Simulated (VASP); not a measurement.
## Ge: relaxation of cell and atoms with PBE

Ge:

```
CELL_PARAMETERS angstrom
2.66391 0.00000 0.00000
0.00000 2.66391 0.00000
0.00000 0.00000 2.86280
ATOMIC_POSITIONS crystal
Ge 0.00000 0.00000 0.00000
```

| Item | Value |
| --- | --- |
| Program | VASP 6.6.1 |
| Task | relaxation of cell and atoms |
| Functional | PBE |
| Potentials or basis | VASP PAW PBE potentials, release 64 (Ge_d) |
| Cutoff | 600 eV |
| k mesh | 6 × 6 × 6 |
| Occupations | gaussian, width 0.1 eV |
| Spin | no spin polarisation |
| Dipole correction | no |
| Further INCAR settings | ALGO = Normal; EDIFF = 1e-06; IBRION = 2; EDIFFG = -0.04; NSW = 90; ISIF = 3 |

| Property | Result |
| --- | --- |
| Relaxed volume | 19.82 Å³/atom |
| Relaxed cell | a = 2.696 Å, b = 2.696 Å, c = 2.728 Å, α = 90.00°, β = 90.00°, γ = 90.00° |
| Space group after relaxing (to 0.05 Å) | Pm-3m (No. 221) |
| Energy gained by relaxing | 29.9 meV/atom |
| Ionic steps | 3 |
| Pressure after relaxing | 0.1 GPa |
| Band gap on the k mesh | zero (band 7 reaches 12.28 eV, above the bottom of band 8 at 3.46 eV) |

Stress tensor (GPa, compression positive):
```
 0.20  0.00  0.00
 0.00  0.20  0.00
 0.00  0.00 -0.02
```

The path:
```csv
step,energy change (eV),largest force (eV/Å),pressure (GPa),volume (Å³)
1,0.0000,0.0000,-1.18,20.32
2,-0.0296,0.0000,0.12,19.86
3,-0.0299,0.0000,0.13,19.82
```

Final structure:
```xyz
1
Lattice="2.6956 0.0000 0.0000 0.0000 2.6956 0.0000 0.0000 0.0000 2.7275" Properties=species:S:1:pos:R:3 pbc="T T T"
Ge    0.0000    0.0000    0.0000
```

Levels at points of the mesh, in eV from the Fermi level:
```csv
k point,band 5,band 6,band 7,band 8,band 9,band 10
"(0.00, 0.00, 0.00)",-24.51,-12.84,6.25,6.69,6.69,9.84
"(0.50, 0.00, 0.00)",-24.51,-9.05,-5.67,9.16,9.61,13.17
"(0.50, 0.50, 0.00)",-24.43,-5.01,-2.56,-2.56,3.15,12.02
"(0.00, 0.00, 0.50)",-24.50,-9.24,-5.67,9.45,9.45,13.20
"(0.50, 0.00, 0.50)",-24.44,-5.22,-2.71,-2.54,3.09,12.31
"(0.50, 0.50, 0.50)",-24.43,-0.58,0.20,0.20,0.39,6.76
```

Run time: 9 s on 1 thread of Intel(R) Xeon(R) 6975P-C (Granite Rapids) (shared host), peak memory 0.14 GiB.

Caveat: the k points lie up to 0.39 Å⁻¹ apart in the final cell.
